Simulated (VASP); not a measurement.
Wanted: the native input for a VASP 6.6.1 run.

```
Task                   : single point
Functional             : RPBE
Potentials or basis    : VASP PAW PBE potentials, release 64 (Ag, O)
Cutoff                 : 600 eV
k mesh                 : 6 × 6 × 6
Occupations            : gaussian, width 0.05 eV
Spin                   : no spin polarisation
Dipole correction      : no
Further INCAR settings : ALGO = Normal; EDIFF = 1e-06; NBANDS = 37
```

The structure of Ag2O lies in POSCAR:

```
Ag2O
1.0
    4.9288316029      0.0000000000      0.0000000000
    0.0000000000      4.9288316029      0.0000000000
    0.0000000000      0.0000000000      4.9288316029
Ag O
4 2
Direct
    0.7500000000      0.7500000000      0.7500000000
    0.7500000000      0.2500000000      0.2500000000
    0.2500000000      0.2500000000      0.7500000000
    0.2500000000      0.7500000000      0.2500000000
    0.0000000000      0.0000000000      0.0000000000
    0.5000000000      0.5000000000      0.5000000000
```

The input as run:

INCAR

```
  ALGO = Normal
  EDIFF = 1E-6
  ENCUT = 600
  GGA = RP
  GGA_COMPAT = False
  ISIF = 2
  ISMEAR = 0
  LASPH = True
  LCHARG = False
  LREAL = False
  LWAVE = False
  NBANDS = 37
  NELM = 120
  PREC = Accurate
  SIGMA = 0.05
```

KPOINTS

```
k-points
0
Gamma
  6 6 6
```

Potentials or basis: VASP PAW PBE potentials, release 64 (Ag, O).

Launch:

```sh
$ cat potpaw_PBE.64/Ag/POTCAR potpaw_PBE.64/O/POTCAR > POTCAR
$ mpirun -np 1 vasp_std > vasp.out
```

Results of the run:

```json
{
 "Pressure": "-1.1 GPa",
 "Band gap on the k mesh": "zero (filled and empty bands touch)"
}
```

Caveat: semilocal functionals underestimate gaps, and a narrow one can read as zero; the PAW data sets were made with another functional, which shifts forces and pressure a little.

Wall time 51 s on 1 thread of AMD EPYC 9R45 96-Core Processor (Zen 5) (shared host), peak memory 0.25 GiB.
